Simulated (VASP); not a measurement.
# ZnGe3 in VASP: further runs

ZnGe3 is run at these levels: r2SCAN; tasks: single point.

All numbers are computed with VASP 6.6.1; they aren't measurements. Logs are shortened: lines on timing, memory, paths and dates and some standing lists are left out, and cuts for length are marked.

## 1. The cell of the first run

Symmetry: Pm-3m, No. 221, cubic system. The conventional cell has a = 4.180 Å, b = 4.180 Å, c = 4.180 Å, α = 90.00°, β = 90.00°, γ = 90.00°. Ge (site symmetry 4/mmm) has 8 Ge at 2.96 Å and 4 Zn at 2.96 Å within 3.9 Å. Within 3.9 Å of Zn (site symmetry m-3m) lie 12 Ge at 2.96 Å.

## 2. Single point, r2SCAN

Input file POSCAR:

```
ZnGe3
1.0
    4.1797099525      0.0000000000      0.0000000000
    0.0000000000      4.1797099525      0.0000000000
    0.0000000000      0.0000000000      4.1797099525
Ge Zn
3 1
Direct
    0.5000000000      0.5000000000      0.0000000000
    0.5000000000      0.0000000000      0.5000000000
    0.0000000000      0.5000000000      0.5000000000
    0.0000000000      0.0000000000      0.0000000000
```

Input file INCAR.step1:

```
SYSTEM = ZnGe3
ALGO = Normal
EDIFF = 1E-4
ENCUT = 520
GGA = PE
ISMEAR = 0
LASPH = .TRUE.
LCHARG = .FALSE.
LREAL = .FALSE.
LWAVE = .TRUE.
NBANDS = 35
NELM = 100
PREC = Accurate
SIGMA = 0.02
```

Input file INCAR.step2:

```
SYSTEM = ZnGe3
ALGO = Normal
EDIFF = 1E-6
ENCUT = 520
ISIF = 2
ISMEAR = 0
ISTART = 1
LASPH = .TRUE.
LCHARG = .TRUE.
LELF = .TRUE.
LMIXTAU = .TRUE.
LREAL = .FALSE.
LVHAR = .TRUE.
LWAVE = .FALSE.
METAGGA = R2SCAN
NBANDS = 35
NELM = 100
PREC = Accurate
SIGMA = 0.02
```

Input file KPOINTS:

```
k-points
0
G
  8 8 8
  0 0 0
```

Potentials or basis: VASP PAW PBE potentials, release 64 (Ge_d, Zn).

Run with:

```sh
$ cat potpaw_PBE.64/Ge_d/POTCAR potpaw_PBE.64/Zn/POTCAR > POTCAR
$ cp INCAR.step1 INCAR
$ mpirun -np 1 vasp_std > vasp.out
$ cp INCAR.step2 INCAR
$ mpirun -np 1 vasp_std > vasp.out
```

OUTCAR:

```text
SYSTEM = ZnGe3
   EDIFF = 1E-6
   ENCUT = 520
   ISIF = 2
   ISMEAR = 0
   ISTART = 1
   LASPH = .TRUE.
   LREAL = .FALSE.
   METAGGA = R2SCAN
   NELM = 100
   PREC = Accurate

 ion  position               nearest neighbor table
   1  0.500  0.500  0.000-   4 2.96   4 2.96   4 2.96   4 2.96
   2  0.500  0.000  0.500-   4 2.96   4 2.96   4 2.96   4 2.96
   3  0.000  0.500  0.500-   4 2.96   4 2.96   4 2.96   4 2.96
   4  0.000  0.000  0.000-   1 2.96   2 2.96   3 2.96   2 2.96   3 2.96   1 2.96   3 2.96   3 2.96
                             1 2.96   2 2.96   2 2.96   1 2.96

  LATTYP: Found a simple cubic cell.
 ALAT       =     4.1797099525

  Lattice vectors:

 A1 = (   4.1797099525,   0.0000000000,   0.0000000000)
 A2 = (   0.0000000000,   4.1797099525,   0.0000000000)
 A3 = (   0.0000000000,   0.0000000000,   4.1797099525)

Analysis of symmetry for initial positions (statically):
=====================================================================
 Subroutine PRICEL returns:
 Original cell was already a primitive cell.

 Routine SETGRP: Setting up the symmetry group for a
 simple cubic supercell.

 Subroutine GETGRP returns: Found 48 space group operations
 (whereof 48 operations were pure point group operations)
 out of a pool of 48 trial point group operations.

The static configuration has the point symmetry O_h .

Analysis of symmetry for dynamics (positions and initial velocities):
=====================================================================
 Subroutine PRICEL returns:
 Original cell was already a primitive cell.

 Routine SETGRP: Setting up the symmetry group for a
 simple cubic supercell.

 Subroutine GETGRP returns: Found 48 space group operations
 (whereof 48 operations were pure point group operations)
 out of a pool of 48 trial point group operations.

The dynamic configuration has the point symmetry O_h .

 Subroutine INISYM returns: Found 48 space group operations
 (whereof 48 operations are pure point group operations),
 and found     1 'primitive' translations

----------------------------------------------------------------------------------------

                                     Primitive cell

  volume of cell :      73.0194

  direct lattice vectors                    reciprocal lattice vectors
     4.179709952  0.000000000  0.000000000     0.239251051  0.000000000  0.000000000
     0.000000000  4.179709952  0.000000000     0.000000000  0.239251051  0.000000000
     0.000000000  0.000000000  4.179709952     0.000000000  0.000000000  0.239251051

  length of vectors
     4.179709952  4.179709952  4.179709952     0.239251051  0.239251051  0.239251051

  position of ions in fractional coordinates (direct lattice)
     0.500000000  0.500000000  0.000000000
     0.500000000  0.000000000  0.500000000
     0.000000000  0.500000000  0.500000000
     0.000000000  0.000000000  0.000000000

  ion indices of the primitive-cell ions
   primitive index   ion index
                 1           1
                 2           2
                 3           3
                 4           4

----------------------------------------------------------------------------------------

 KPOINTS: k-points

Automatic generation of k-mesh.
 Grid dimensions read from file:
 generate k-points for:    8    8    8

 Generating k-lattice:

  Cartesian coordinates                     Fractional coordinates (reciprocal lattice)
     0.029906381  0.000000000  0.000000000     0.125000000  0.000000000  0.000000000
     0.000000000  0.029906381  0.000000000     0.000000000  0.125000000  0.000000000
     0.000000000  0.000000000  0.029906381     0.000000000  0.000000000  0.125000000

  Length of vectors
     0.029906381  0.029906381  0.029906381

  Shift w.r.t. Gamma in fractional coordinates (k-lattice)
     0.000000000  0.000000000  0.000000000

 Subroutine IBZKPT returns following result:
 ===========================================

 Found     35 irreducible k-points:

 Following reciprocal coordinates:
            Coordinates               Weight
  0.000000  0.000000  0.000000      1.000000
  0.125000  0.000000  0.000000      6.000000
  0.250000  0.000000  0.000000      6.000000
  0.375000  0.000000  0.000000      6.000000
  0.500000  0.000000  0.000000      3.000000
  0.125000  0.125000  0.000000     12.000000
[... 16 lines left out ...]
  0.375000  0.375000  0.125000     24.000000
  0.500000  0.375000  0.125000     24.000000
 [... further k-points ...]
   k-points           NKPTS =     35   k-points in BZ     NKDIM =     35   number of bands    NBANDS=     35
   number of dos      NEDOS =    301   number of ions     NIONS =      4
   total plane-waves  NPLWV =  32768
   dimension x,y,z NGX =    32 NGY =   32 NGZ =   32
   dimension x,y,z NGXF=    64 NGYF=   64 NGZF=   64
   ions per type =               3   1
   NGX,Y,Z   is equivalent  to a cutoff of  12.73, 12.73, 12.73 a.u.
   NGXF,Y,Z  is equivalent  to a cutoff of  25.46, 25.46, 25.46 a.u.
[... 37 lines left out ...]
  energy-cutoff  :      520.00
  volume of cell :       73.02
 maximum number of plane-waves:      1996
 NGX is ok and might be reduce to    32
   NGX = 15   NGY = 15   NGZ = 15

 number of electron      54.0000063 magnetization

 Free energy of the ion-electron system (eV)
  ---------------------------------------------------
  ext. energy  EPLUGINS =         0.00000000
  ---------------------------------------------------
  free energy    TOTEN  =       -48.59992700 eV

  energy without entropy =      -48.59904374  energy(sigma->0) =      -48.59948537

 E-fermi :   5.8839     XC(G=0): -12.3803

 val. band max:        5.8752788331   @ k =   0.3750   0.2500   0.1250
 cond. band min:       5.9246423052   @ k =   0.5000   0.3750   0.0000
 fundamental gap:      0.0493634722
 Fermi energy:         5.8838879532

 k-point     1 :       0.0000    0.0000    0.0000
  band No.  band energies     occupation
      1     -19.7646      2.00000
      2     -19.7646      2.00000
      3     -19.7646      2.00000
      4     -19.7521      2.00000
      5     -19.7055      2.00000
      6     -19.7055      2.00000
[... 27 lines left out ...]
     34      13.6825      0.00000
     35      13.6825      0.00000

 k-point     2 :       0.1250    0.0000    0.0000
  band No.  band energies     occupation
      1     -19.7637      2.00000
      2     -19.7587      2.00000
      3     -19.7587      2.00000
      4     -19.7481      2.00000
      5     -19.7050      2.00000
      6     -19.7021      2.00000
[... 27 lines left out ...]
     34      13.7986      0.00000
     35      14.2034      0.00000

 k-point     3 :       0.2500    0.0000    0.0000
  band No.  band energies     occupation
      1     -19.7614      2.00000
      2     -19.7417      2.00000
      3     -19.7417      2.00000
      4     -19.7373      2.00000
      5     -19.7035      2.00000
      6     -19.6924      2.00000
[... 27 lines left out ...]
     34      14.1415      0.00000
     35      14.6329      0.00000

 k-point     4 :       0.3750    0.0000    0.0000
  band No.  band energies     occupation
      1     -19.7589      2.00000
      2     -19.7237      2.00000
      3     -19.7164      2.00000
      4     -19.7164      2.00000
      5     -19.7014      2.00000
      6     -19.6797      2.00000
[... 27 lines left out ...]
     34      14.1121      0.00000
     35      14.1487      0.00000

 k-point     5 :       0.5000    0.0000    0.0000
  band No.  band energies     occupation
      1     -19.7579      2.00000
      2     -19.7164      2.00000
      3     -19.6993      2.00000
      4     -19.6933      2.00000
      5     -19.6933      2.00000
      6     -19.6785      2.00000
[... 638 lines left out ...]
 k-point    22 :       0.5000    0.2500    0.1250
  band No.  band energies     occupation
      1     -19.7366      2.00000
      2     -19.7151      2.00000
      3     -19.7096      2.00000
      4     -19.6988      2.00000
      5     -19.6925      2.00000
      6     -19.6904      2.00000
[... 27 lines left out ...]
     34      12.5237      0.00000
     35      13.8381      0.00000

 k-point    23 :       0.3750    0.3750    0.1250
  band No.  band energies     occupation
      1     -19.7276      2.00000
      2     -19.7211      2.00000
      3     -19.7103      2.00000
      4     -19.7059      2.00000
      5     -19.6958      2.00000
      6     -19.6880      2.00000
[... 27 lines left out ...]
     34      12.2270      0.00000
     35      13.0874      0.00000

 k-point    24 :       0.5000    0.3750    0.1250
  band No.  band energies     occupation
      1     -19.7208      2.00000
      2     -19.7173      2.00000
      3     -19.7168      2.00000
      4     -19.6990      2.00000
      5     -19.6918      2.00000
      6     -19.6901      2.00000
[... 27 lines left out ...]
     34      12.2199      0.00000
     35      14.7399      0.00000

 [... further k-points ...]

------------------------ aborting loop because EDIFF is reached ----------------------------------------

  FORCE on cell =-STRESS in cart. coord.  units (eV):
  Direction    XX          YY          ZZ          XY          YZ          ZX
  --------------------------------------------------------------------------------------
  -------------------------------------------------------------------------------------
  Total       -0.6830629     -0.6830629     -0.6830629      0.0000000     -0.0000000      0.0000000
  in kB      -14.9876263    -14.9876263    -14.9876263      0.0000000     -0.0000000      0.0000000
  external PRESSURE =     -14.9876263 kB  Pullay stress =       0.0000000 kB

 VOLUME and BASIS-vectors are now :
 -----------------------------------------------------------------------------
  energy-cutoff  :      520.00
  volume of cell :       73.02
      direct lattice vectors                 reciprocal lattice vectors
     4.179709952  0.000000000  0.000000000     0.239251051  0.000000000  0.000000000
     0.000000000  4.179709952  0.000000000     0.000000000  0.239251051  0.000000000
     0.000000000  0.000000000  4.179709952     0.000000000  0.000000000  0.239251051

 POSITION                                       TOTAL-FORCE (eV/Angst)
 -----------------------------------------------------------------------------------
      2.08985      2.08985      0.00000         0.000000      0.000000      0.000000
      2.08985      0.00000      2.08985         0.000000      0.000000      0.000000
      0.00000      2.08985      2.08985         0.000000      0.000000      0.000000
      0.00000      0.00000      0.00000         0.000000      0.000000      0.000000
 -----------------------------------------------------------------------------------
    total drift:                                0.000000     -0.000000     -0.000000

  FREE ENERGIE OF THE ION-ELECTRON SYSTEM (eV)
  ---------------------------------------------------
  free  energy   TOTEN  =       -48.5999270010 eV

  energy  without entropy=      -48.5990437440  energy(sigma->0) =      -48.59948537
```

It took 4.6 min on 1 thread of Intel Xeon 8259CL, shared host; peak memory 0.23 GiB.

Results:

```yaml
Free_energy: -48.5999 eV
Pressure: -1.5 GPa
Band_gap_on_the_k_mesh: zero (bands 27 and 28 overlap by 4.44 eV)
```

Caveat: the PAW data sets were made with another functional, which shifts forces and pressure a little.

## 3. Single point, r2SCAN

This run uses another cell than the first one, of 18.82 Å³/atom.

Input file POSCAR:

```
ZnGe3
1.0
    4.2223630000      0.0000000000      0.0000000000
    0.0000000000      4.2223630000      0.0000000000
    0.0000000000      0.0000000000      4.2223630000
Ge Zn
3 1
Direct
    0.5000000000      0.5000000000      0.0000000000
    0.5000000000      0.0000000000      0.5000000000
    0.0000000000      0.5000000000      0.5000000000
    0.0000000000      0.0000000000      0.0000000000
```

Input file INCAR.step1:

```
SYSTEM = ZnGe3
  ALGO = Normal
  EDIFF = 1E-4
  ENCUT = 520
  GGA = PE
  ISMEAR = 0
  LASPH = .True.
  LCHARG = .False.
  LREAL = .False.
  LWAVE = .True.
  NBANDS = 35
  NELM = 80
  PREC = Accurate
  SIGMA = 0.02
```

Input file INCAR.step2:

```
SYSTEM = ZnGe3
  ALGO = Normal
  EDIFF = 1E-7
  ENCUT = 520
  ISIF = 2
  ISMEAR = 0
  ISTART = 1
  LASPH = .True.
  LCHARG = .False.
  LMIXTAU = .True.
  LREAL = .False.
  LWAVE = .False.
  METAGGA = R2SCAN
  NBANDS = 35
  NELM = 80
  PREC = Accurate
  SIGMA = 0.02
```

Input file KPOINTS:

```
k-points
0
Gamma
  8 8 8
  0 0 0
```

Potentials or basis: VASP PAW PBE potentials, release 64 (Ge_d, Zn).

Run with:

```sh
$ cat potpaw_PBE.64/Ge_d/POTCAR potpaw_PBE.64/Zn/POTCAR > POTCAR
$ cp INCAR.step1 INCAR
$ mpirun -np 1 vasp_std > vasp.out
$ cp INCAR.step2 INCAR
$ mpirun -np 1 vasp_std > vasp.out
```

Run time: 5.5 min. Hardware: 1 thread of Intel Xeon 8259CL, shared host; peak memory 0.23 GiB.

The run converged. Its results:

```
Free energy            : -48.5656 eV
Pressure               : -3.3 GPa
Band gap on the k mesh : zero (bands 27 and 28 overlap by 4.37 eV)
```

Levels at points of the mesh, in eV from the Fermi level:
```
           k point  band 24  band 25  band 26  band 27  band 28  band 29  band 30  band 31
(0.00, 0.00, 0.00)    -4.00    -4.00    -4.00    -1.29     2.84     2.84     2.84     4.60
(0.50, 0.00, 0.00)    -2.00    -2.00    -1.65    -1.04    -1.04     0.35     0.60     5.18
(0.50, 0.50, 0.00)    -6.30    -0.60    -0.05     0.39     0.39     0.44     0.44     2.59
(0.50, 0.50, 0.50)    -5.91    -5.00    -5.00    -5.00    -3.19     7.26     7.26     7.39
```

Caveat: the cell stands under tension; the PAW data sets were made with another functional, which shifts forces and pressure a little.

## 4. Single point, r2SCAN

This run uses another cell than the first one, of 19.38 Å³/atom.

Input file POSCAR:

```
ZnGe3
1.0
    4.2641712933      0.0000000000      0.0000000000
    0.0000000000      4.2641712933      0.0000000000
    0.0000000000      0.0000000000      4.2641712933
Ge Zn
3 1
Direct
    0.5000000000      0.5000000000      0.0000000000
    0.5000000000      0.0000000000      0.5000000000
    0.0000000000      0.5000000000      0.5000000000
    0.0000000000      0.0000000000      0.0000000000
```

Input file INCAR.step1:

```
  PREC = Accurate
  ENCUT = 520
  ISMEAR = 0
  SIGMA = 0.02
  LREAL = False
  LASPH = True
  NELM = 100
  NBANDS = 35
  GGA = PE
  ALGO = Normal
  EDIFF = 1E-4
  LWAVE = True
  LCHARG = False
```

Input file INCAR.step2:

```
  PREC = Accurate
  ENCUT = 520
  EDIFF = 1E-7
  ISMEAR = 0
  SIGMA = 0.02
  LREAL = False
  LASPH = True
  NELM = 100
  ALGO = Normal
  ISIF = 2
  LWAVE = False
  LCHARG = False
  METAGGA = R2SCAN
  LMIXTAU = True
  NBANDS = 35
  ISTART = 1
```

Input file KPOINTS:

```
Automatic mesh
0
Gamma
  8 8 8
```

Run with:

```sh
$ cat potpaw_PBE.64/Ge_d/POTCAR potpaw_PBE.64/Zn/POTCAR > POTCAR
$ cp INCAR.step1 INCAR
$ mpirun -np 1 vasp_std > vasp.out
$ cp INCAR.step2 INCAR
$ mpirun -np 1 vasp_std > vasp.out
```

Wall time 4.5 min (1 thread of Intel Xeon 8259CL, shared host); peak memory 0.24 GiB.

It converged, with:

| Property | Result |
| --- | --- |
| Free energy | -48.5102 eV |
| Pressure | -4.5 GPa |
| Band gap on the k mesh | zero (bands 27 and 28 overlap by 4.27 eV) |

Levels at points of the mesh, in eV from the Fermi level:
```
           k point  band 25  band 26  band 27  band 28  band 29  band 30
(0.00, 0.00, 0.00)    -3.85    -3.85    -1.28     2.79     2.79     2.79
(0.50, 0.00, 0.00)    -1.92    -1.71    -0.96    -0.96     0.39     0.65
(0.50, 0.50, 0.00)    -0.63     0.00     0.36     0.36     0.46     0.46
(0.50, 0.50, 0.50)    -4.81    -4.81    -4.81    -3.10     7.05     7.05
```

Caveat: the cell stands under tension; the PAW data sets were made with another functional, which shifts forces and pressure a little.

## 5. Single point, r2SCAN

This run uses another cell than the first one, of 18.82 Å³/atom.

Input file POSCAR:

```
ZnGe3
1.0
    4.2223630000      0.0000000000      0.0000000000
    0.0000000000      4.2223630000      0.0000000000
    0.0000000000      0.0000000000      4.2223630000
Ge Zn
3 1
Direct
    0.5000000000      0.5000000000      0.0236834209
    0.5000000000      0.0000000000      0.5000000000
    0.0000000000      0.5000000000      0.5000000000
    0.0000000000      0.0000000000      0.0000000000
```

Input file INCAR.step1:

```
  ALGO = Normal
  EDIFF = 1E-4
  ENCUT = 520
  GGA = PE
  ISMEAR = 0
  LASPH = T
  LCHARG = F
  LREAL = F
  LWAVE = T
  NBANDS = 35
  NELM = 60
  PREC = Accurate
  SIGMA = 0.02
```

Input file INCAR.step2:

```
  ALGO = Normal
  EDIFF = 1E-6
  ENCUT = 520
  ISIF = 2
  ISMEAR = 0
  ISTART = 1
  LASPH = T
  LCHARG = T
  LELF = T
  LMIXTAU = T
  LREAL = F
  LVHAR = T
  LWAVE = F
  METAGGA = R2SCAN
  NBANDS = 35
  NELM = 60
  PREC = Accurate
  SIGMA = 0.02
```

Input file KPOINTS:

```
k-points
0
Gamma
  8 8 8
```

Run with:

```sh
$ cat potpaw_PBE.64/Ge_d/POTCAR potpaw_PBE.64/Zn/POTCAR > POTCAR
$ cp INCAR.step1 INCAR
$ mpirun -np 1 vasp_std > vasp.out
$ cp INCAR.step2 INCAR
$ mpirun -np 1 vasp_std > vasp.out
```

It took 8.5 min on 1 thread of Intel Xeon 8259CL, shared host; peak memory 0.3 GiB.

The run converged. Its results:

```yaml
Free_energy: -48.5743 eV
Pressure: -3.1 GPa
Largest_force: 0.184 eV/Å
Band_gap_on_the_k_mesh: zero (bands 27 and 28 overlap by 4.38 eV)
```

Forces in eV/Å, atoms in the order of the input:
```
Ge   0.000  0.000  0.184
Ge   0.000  0.000 -0.034
Ge   0.000  0.000 -0.034
Zn   0.000  0.000 -0.116
```

Stress tensor (GPa, compression positive):
```
-3.35  0.00  0.00
 0.00 -3.35  0.00
 0.00  0.00 -2.68
```

Levels at points of the mesh, in eV from the Fermi level:
| k point | band 24 | band 25 | band 26 | band 27 | band 28 | band 29 | band 30 | band 31 |
| --- | --- | --- | --- | --- | --- | --- | --- | --- |
| (0.00, 0.00, 0.00) | -3.99 | -3.99 | -3.95 | -1.29 | 2.85 | 2.86 | 2.86 | 4.61 |
| (0.50, 0.00, 0.00) | -2.00 | -1.97 | -1.63 | -1.06 | -1.03 | 0.40 | 0.59 | 5.22 |
| (0.00, 0.00, 0.50) | -2.06 | -2.06 | -1.63 | -0.95 | -0.95 | 0.37 | 0.61 | 5.18 |
| (0.50, 0.50, 0.00) | -6.29 | -0.67 | 0.11 | 0.24 | 0.24 | 0.65 | 0.65 | 2.60 |
| (0.00, 0.50, 0.50) | -6.27 | -0.61 | -0.22 | 0.40 | 0.44 | 0.44 | 0.65 | 2.61 |
| (0.50, 0.50, 0.50) | -5.82 | -4.99 | -4.96 | -4.96 | -3.17 | 7.26 | 7.31 | 7.40 |

Caveat: the cell stands under tension; the PAW data sets were made with another functional, which shifts forces and pressure a little.

## 6. The runs side by side

| cell | gap on the mesh (eV) | pressure (GPa) |
| --- | --- | --- |
| a = 4.180 Å, 4 atoms, atomic positions A | none | -1.5 |
| a = 4.222 Å, 4 atoms, atomic positions A | none | -3.3 |
| a = 4.264 Å, 4 atoms, atomic positions A | none | -4.5 |
| a = 4.222 Å, 4 atoms, atomic positions B | none | -3.1 |

Alike in all rows: task single point; level r2SCAN; potentials or basis VASP PAW PBE potentials, release 64 (Ge_d, Zn); no spin polarisation; k mesh 8 × 8 × 8; cutoff (eV) 520; smearing gaussian 0.02 eV.

Caveats: the PAW data sets were made with another functional, which shifts forces and pressure a little; the cell stands under tension (at least some runs).

Total energies depend on the potentials used, so only differences within one code and one set of settings carry meaning.
